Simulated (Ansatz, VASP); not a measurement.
## SbAsF2 in VASP and in Ansatz

The input INCAR:

```
SYSTEM = SbAsF2
PREC = Accurate
ENCUT = 600
EDIFF = 1E-6
ISMEAR = 0
SIGMA = 0.1
LREAL = .FALSE.
LASPH = .TRUE.
NELM = 60
ALGO = Normal
ISIF = 3
LWAVE = .FALSE.
LCHARG = .FALSE.
GGA = PE
IBRION = 2
NSW = 100
EDIFFG = -0.01
```

KPOINTS

```
regular mesh
0
G
  12 12 8
  0 0 0
```

File POSCAR:

```
SbAsF2
1.0
    3.8764275304      0.0000000000      0.0000000000
   -1.9382137652      3.3570847173      0.0000000000
    0.0000000000      0.0000000000      6.5255994239
Sb As F
1 1 2
Direct
    0.0000000000      0.0000000000      0.1810891908
    0.0000000000      0.0000000000      0.7635445148
    0.3333333333      0.6666666667      0.7676556822
    0.6666666667      0.3333333333      0.7676556822
```

Input for Ansatz:

```yaml
crystal:
  lattice:
    - [3.8764275304, 0.0, 0.0]
    - [-1.9382137652, 3.3570847173, 0.0]
    - [0.0, 0.0, 6.5255994239]
  atoms:
    - { symbol: Sb, position: [0.0, 0.0, 0.1810891908] }
    - { symbol: As, position: [0.0, 0.0, 0.7635445148] }
    - { symbol: F, position: [0.3333333333, 0.6666666667, 0.7676556822] }
    - { symbol: F, position: [0.6666666667, 0.3333333333, 0.7676556822] }
basis:
  ecutwfc: 420
kpoints:
  mp_grid: { grid: [12, 12, 8] }
hamiltonian:
  xc: pbe
scf:
  occupations: { method: gaussian, width: 0.1 }
output:
  forces: true
  stress: true
  eigenvalues: true
relax:
  adjacent_minimum: "off"
  f_tol: 0.01
  max_steps: 80
  cell: { stress_tol: 0.05 }
```

Alike in both runs: task relaxation of cell and atoms; functional PBE; k mesh 12 × 12 × 8; occupations gaussian, width 0.1 eV; no spin polarisation.

|  | VASP | Ansatz |
| --- | --- | --- |
| version | VASP 6.6.1 | Ansatz 0.2.0 |
| potentials or method | VASP PAW PBE potentials, release 64 (Sb, As, F), cutoff 600 eV | scalar-relativistic, plane waves, PAW |
| valence electrons in the cell | 24 | 44 |

Ansatz gave:

| Item | Value |
| --- | --- |
| gap on the k mesh at the Fermi level, each at its own relaxed structure (eV) | none |
| relaxed volume (Å³/atom) | 20.67 |
| relaxed length of the cell vector where the two differ most in proportion (Å) | 6.378 |

Estimate VASP's values.

gap on the k mesh at the Fermi level, each at its own relaxed structure (eV): none; relaxed volume (Å³/atom): 20.35; relaxed length of the cell vector where the two differ most in proportion (Å): 6.299.

A gap of «none» marks a metal or a gap that the smearing closes. VASP's potentials hold 24 valence electrons a cell and Ansatz's 44, so a difference there can come from the potentials and not from the codes.

Spin-orbit coupling is off throughout.
